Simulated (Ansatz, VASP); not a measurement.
**One calculation of Ru, two programs**

```
Ru
1.0
     2.70580    0.00000    0.00000
    -1.35290    2.34329    0.00000
     0.00000    0.00000    4.28190
Ru
2
Direct
  0.33333 0.66667 0.25000
  0.66667 0.33333 0.75000
```

Alike in both runs: task single point; functional PBEsol; k mesh 9 × 9 × 4; occupations gaussian, width 0.1 eV; no spin polarisation.

|  | VASP | Ansatz |
| --- | --- | --- |
| version | VASP 6.6.1 | Ansatz 0.2.0 |
| potentials or method | VASP PAW PBE potentials, release 64 (Ru_pv), cutoff 520 eV | scalar-relativistic, plane waves, PAW |
| valence electrons in the cell | 28 | 32 |

Ansatz gave:

- gap on the k mesh at the Fermi level (eV): none
- pressure (GPa): -6.1
- traceless stress, the component that is largest in VASP (GPa): -2.01

Problem. Estimate VASP's values.

Solution. gap on the k mesh at the Fermi level (eV): none; pressure (GPa): -6.2; traceless stress, the component that is largest in VASP (GPa): -1.97.

VASP's potentials were made for PBE, not for PBEsol. A gap of «none» marks a metal or a gap that the smearing closes. The functional is the same, so the differences come from potentials, cutoffs and numerics. VASP's potentials hold 28 valence electrons a cell and Ansatz's 32, so a difference there can come from the potentials and not from the codes.

The k mesh is coarse, so the values compare programs but aren't converged.
